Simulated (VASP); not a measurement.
# BN (R3m) in VASP: further runs, part 2 of 2

VASP 6.6.1.

### Step 4. Single point, PBE+TS

INCAR

```
SYSTEM = BN
PREC = Accurate
ENCUT = 520
EDIFF = 1E-7
ISMEAR = 0
SIGMA = 0.02
LREAL = .False.
LASPH = .True.
ALGO = Normal
NELM = 100
ISIF = 2
LWAVE = .False.
LCHARG = .False.
IVDW = 2
LVDWSCS = .True.
```

KPOINTS

```
k-points
0
Gamma
  9 9 9
```

POSCAR

```
BN
1.0
    1.2511217832      0.7223354983      3.3729344033
   -1.2511217832      0.7223354983      3.3729344033
    0.0000000000     -1.4446709966      3.3729344033
N B
1 1
Direct
    0.6672382000      0.6672382000      0.6672382000
    0.0003288000      0.0003288000      0.0003288000
```

Run with:

```
> cat potpaw_PBE.64/N/POTCAR potpaw_PBE.64/B/POTCAR > POTCAR
> mpirun -np 1 vasp_std > vasp.out
```

Wall time 23 s (1 thread of Intel Xeon 6975P-C (Granite Rapids), shared host); peak memory 0.15 GiB.

It converged, with:

```
Free energy                : -17.8514 eV
Pressure                   : 0.6 GPa
Largest force              : 0.011 eV/Å
Band gap on the k mesh     : 4.38 eV (least direct gap 4.70 eV)
Hirshfeld charges          : N -0.20; B +0.20 e
Dispersion energy per atom : -0.135 eV
```

Forces on the atoms (eV/Å):
```
N    0.000  0.000 -0.011
B    0.000  0.000  0.011
```

Stress tensor (GPa, compression positive):
```
 1.12  0.00  0.00
 0.00  1.12  0.00
 0.00  0.00 -0.44
```

Levels at points of the mesh, in eV from the valence-band top:
| k point | band 1 | band 2 | band 3 | band 4 | band 5 | band 6 | band 7 | band 8 |
| --- | --- | --- | --- | --- | --- | --- | --- | --- |
| (0.00, 0.00, 0.00) | -17.78 | -4.18 | -1.29 | -1.29 | 5.17 | 11.68 | 11.68 | 13.14 |

A k mesh can miss the band edges.

### Step 5. Single point, HSE06

This run uses another cell than the first one, of 9.33 Å³/atom.

POSCAR

```
BN
1.0
    1.2594075994      0.7271193165      3.3952723682
   -1.2594075994      0.7271193165      3.3952723682
    0.0000000000     -1.4542386330      3.3952723682
N B
1 1
Direct
    0.6672382000      0.6672382000      0.6672382000
    0.0003288000      0.0003288000      0.0003288000
```

INCAR.step1

```
SYSTEM = BN
PREC = Accurate ; ENCUT = 520
EDIFF = 1E-5 ; ISMEAR = -1
SIGMA = 0.05 ; LREAL = .False.
LASPH = .True. ; NELM = 100
ALGO = Normal ; ISIF = 2
LWAVE = .True. ; LCHARG = .False.
GGA = PE ; NBANDS = 11
```

INCAR.step2

```
SYSTEM = BN
PREC = Accurate ; ENCUT = 520
EDIFF = 1E-7 ; ISMEAR = -1
SIGMA = 0.05 ; LREAL = .False.
LASPH = .True. ; NELM = 100
ALGO = Normal ; ISIF = 2
LWAVE = .False. ; LCHARG = .False.
GGA = PE ; LHFCALC = .True.
HFSCREEN = 0.2079 ; PRECFOCK = Normal
ISTART = 1 ; NBANDS = 11
```

KPOINTS

```
Automatic mesh
0
Gamma
  8 8 8
  0 0 0
```

Run with:

```
> cat potpaw_PBE.64/N/POTCAR potpaw_PBE.64/B/POTCAR > POTCAR
> cp INCAR.step1 INCAR
> mpirun -np 1 vasp_std > vasp.out
> cp INCAR.step2 INCAR
> mpirun -np 1 vasp_std > vasp.out
```

Wall time 1.7 h (1 thread of Intel Xeon Platinum 8259CL at 2.50GHz (Skylake/Cascade Lake), shared host); peak memory 0.28 GiB.

The run converged. Its results:

```yaml
Free_energy: -20.3861 eV
Pressure: -5.9 GPa
Largest_force: 0.007 eV/Å
Band_gap_on_the_k_mesh: 5.54 eV (least direct gap 6.27 eV)
```

Forces in eV/Å, atoms in the order of the input:
```
N    0.000  0.000 -0.007
B    0.000  0.000  0.007
```

Stress tensor (GPa, compression positive):
```
-9.59  0.00  0.00
 0.00 -9.59  0.00
 0.00  0.00  1.59
```

Levels at points of the mesh, in eV from the valence-band top:
```
           k point  band 1  band 2  band 3  band 4  band 5  band 6  band 7  band 8
(0.00, 0.00, 0.00)  -19.44   -4.50   -1.54   -1.54    6.30   13.28   13.28   15.14
(0.50, 0.00, 0.00)  -16.05   -9.75   -4.50   -0.63    6.64   11.30   14.45   16.38
(0.50, 0.50, 0.00)  -15.98   -9.62   -4.56   -1.23    5.54   11.28   15.73   19.08
(0.50, 0.50, 0.50)  -19.18   -6.55   -1.56   -1.56   11.66   13.20   13.20   13.70
```

Caveat: the stress differs along the axes, from -10 to 2 GPa; the PAW data sets were made with another functional, which shifts forces and pressure a little.

### Step 6. Single point, PBE0

This run uses another cell than the first one, of 9.51 Å³/atom.

POSCAR

```
BN
1.0
    1.2675858000      0.7318410028      3.4173202092
   -1.2675858000      0.7318410028      3.4173202092
    0.0000000000     -1.4636820056      3.4173202092
N B
1 1
Direct
    0.6672382000      0.6672382000      0.6672382000
    0.0003288000      0.0003288000      0.0003288000
```

INCAR.step1

```
SYSTEM = BN
ALGO = Normal ; EDIFF = 1E-5
ENCUT = 520 ; GGA = PE
ISIF = 2 ; ISMEAR = -1
LASPH = .True. ; LCHARG = .False.
LREAL = .False. ; LWAVE = .True.
NBANDS = 11 ; NELM = 60
PREC = Accurate ; SIGMA = 0.05
```

INCAR.step2

```
SYSTEM = BN
AEXX = 0.25 ; ALGO = Normal
EDIFF = 1E-7 ; ENCUT = 520
GGA = PE ; ISIF = 2
ISMEAR = -1 ; ISTART = 1
LASPH = .True. ; LCHARG = .False.
LHFCALC = .True. ; LREAL = .False.
LWAVE = .False. ; NBANDS = 11
NELM = 60 ; PREC = Accurate
PRECFOCK = Normal ; SIGMA = 0.05
```

KPOINTS

```
k-points
0
Gamma
  6 6 6
  0 0 0
```

Potentials or basis: VASP PAW PBE potentials, release 64 (N, B).

Run with:

```
> cat potpaw_PBE.64/N/POTCAR potpaw_PBE.64/B/POTCAR > POTCAR
> cp INCAR.step1 INCAR
> mpirun -np 1 vasp_std > vasp.out
> cp INCAR.step2 INCAR
> mpirun -np 1 vasp_std > vasp.out
```

OUTCAR:

```text
SYSTEM = BN
   AEXX = 0.25
   EDIFF = 1E-7
   ENCUT = 520
   GGA = PE
   ISIF = 2
   ISMEAR = -1
   ISTART = 1
   LASPH = .True.
   LHFCALC = .True.
   LREAL = .False.
   NELM = 60
   PREC = Accurate
   PRECFOCK = Normal

 ion  position               nearest neighbor table
   1  0.667  0.667  0.667-   2 1.46   2 1.46   2 1.46
   2  0.000  0.000  0.000-   1 1.46   1 1.46   1 1.46

  LATTYP: Found a trigonal (rhomboedric) cell.
 ALAT       =     3.7175855640
 COS(alpha) =     0.7674786797

[... 532 lines left out ...]
------------------------ aborting loop because EDIFF is reached ----------------------------------------

  FORCE on cell =-STRESS in cart. coord.  units (eV):
  Direction    XX          YY          ZZ          XY          YZ          ZX
  --------------------------------------------------------------------------------------
  -------------------------------------------------------------------------------------
  Total       -1.8983431     -1.8983431      0.1475797      0.0000000      0.0000000      0.0000000
  in kB     -159.9021372   -159.9021372     12.4310062      0.0000000      0.0000000      0.0000000
  external PRESSURE =    -102.4577561 kB  Pullay stress =       0.0000000 kB

 VOLUME and BASIS-vectors are now :
 -----------------------------------------------------------------------------
  energy-cutoff  :      520.00
  volume of cell :       19.02
      direct lattice vectors                 reciprocal lattice vectors
     1.267585800  0.731841003  3.417320209     0.394450616  0.227736170  0.097542318
    -1.267585800  0.731841003  3.417320209    -0.394450616  0.227736170  0.097542318
     0.000000000 -1.463682006  3.417320209     0.000000000 -0.455472339  0.097542318

 POSITION                                       TOTAL-FORCE (eV/Angst)
 -----------------------------------------------------------------------------------
      0.00000      0.00000      6.84050         0.000000      0.000000     -0.009476
      0.00000      0.00000      0.00337         0.000000     -0.000000      0.009476
 -----------------------------------------------------------------------------------
    total drift:                               -0.000000     -0.000000     -0.000007

  FREE ENERGIE OF THE ION-ELECTRON SYSTEM (eV)
  ---------------------------------------------------
  free  energy   TOTEN  =       -21.3255066539 eV

  energy  without entropy=      -21.3255066538  energy(sigma->0) =      -21.32550665
```

OSZICAR.step1:

```text
N       E                     dE             d eps       ncg     rms          rms(c)
DAV:   1     0.132697578107E+02    0.13270E+02   -0.45478E+03   728   0.682E+02
DAV:   2    -0.184673226007E+02   -0.31737E+02   -0.30449E+02   841   0.158E+02
DAV:   3    -0.192496755030E+02   -0.78235E+00   -0.78069E+00   851   0.230E+01
DAV:   4    -0.192523793270E+02   -0.27038E-02   -0.27038E-02   793   0.149E+00
DAV:   5    -0.192523919354E+02   -0.12608E-04   -0.12608E-04   870   0.895E-02    0.774E+00
DAV:   6    -0.177449348160E+02    0.15075E+01   -0.52439E+00   811   0.126E+01    0.351E+00
DAV:   7    -0.176125847591E+02    0.13235E+00   -0.20744E-01   827   0.348E+00    0.217E+00
DAV:   8    -0.175759328954E+02    0.36652E-01   -0.11174E-01   844   0.203E+00    0.240E-01
DAV:   9    -0.175762384911E+02   -0.30560E-03   -0.28089E-03   776   0.420E-01    0.133E-01
DAV:  10    -0.175766539995E+02   -0.41551E-03   -0.54143E-04   784   0.168E-01    0.239E-02
DAV:  11    -0.175766810704E+02   -0.27071E-04   -0.54653E-05   844   0.498E-02    0.210E-02
DAV:  12    -0.175766808419E+02    0.22852E-06   -0.10465E-05   759   0.213E-02
   1 F= -.17576681E+02 E0= -.17576681E+02  d E =-.508461E-10
```

Wall time 32 min (1 thread of Intel Xeon 8259CL, shared host); peak memory 0.16 GiB.

Results:

- Free energy: -21.3255 eV
- Pressure: -10.2 GPa
- Largest force: 0.009 eV/Å
- Band gap on the k mesh: 6.27 eV (least direct gap 6.77 eV)

Forces in eV/Å, atoms in the order of the input:
```
N    0.000  0.000 -0.009
B    0.000  0.000  0.009
```

Stress tensor (GPa, compression positive):
```
-15.99   0.00   0.00
  0.00 -15.99   0.00
  0.00   0.00   1.24
```

Caveat: the k points lie up to 0.49 Å⁻¹ apart; the PAW data sets were made with another functional, which shifts forces and pressure a little.

### Step 7. The runs side by side

```tsv
level	cell	k mesh	smearing	dipole correction	grid for exact exchange (PRECFOCK)	share of exact exchange	screening parameter	gap on the mesh (eV)	pressure (GPa)	largest force (eV/Å)
PBE+D2	a = 3.669 Å, angles 39.9°, 2 atoms	9 × 9 × 9	gaussian 0.02 eV	-	-	-	-	4.38	1.0	-
PBE+TS	a = 3.669 Å, angles 39.9°, 2 atoms	9 × 9 × 9	gaussian 0.02 eV	-	-	-	-	4.38	0.6	0.01
HSE06	a = 3.694 Å, angles 39.9°, 2 atoms	8 × 8 × 8	fermi-dirac 0.05 eV	no	Normal	0.25	0.2079 1/Å	5.54	-5.9	0.01
PBE0	a = 3.718 Å, angles 39.9°, 2 atoms	6 × 6 × 6	fermi-dirac 0.05 eV	no	Normal	0.25	-	6.27	-10.2	0.01
```

Alike in all rows: task single point; potentials or basis VASP PAW PBE potentials, release 64 (N, B); no spin polarisation; cutoff (eV) 520.

Caveats: some runs use coarse meshes; the PAW data sets were made with another functional, which shifts forces and pressure a little (at least some runs); the stress differs along the axes, from -3 to 3 GPa (at least some runs); the stress differs along the axes, from -10 to 2 GPa (at least some runs).

Absolute energies hang on the potentials; compare differences alone.
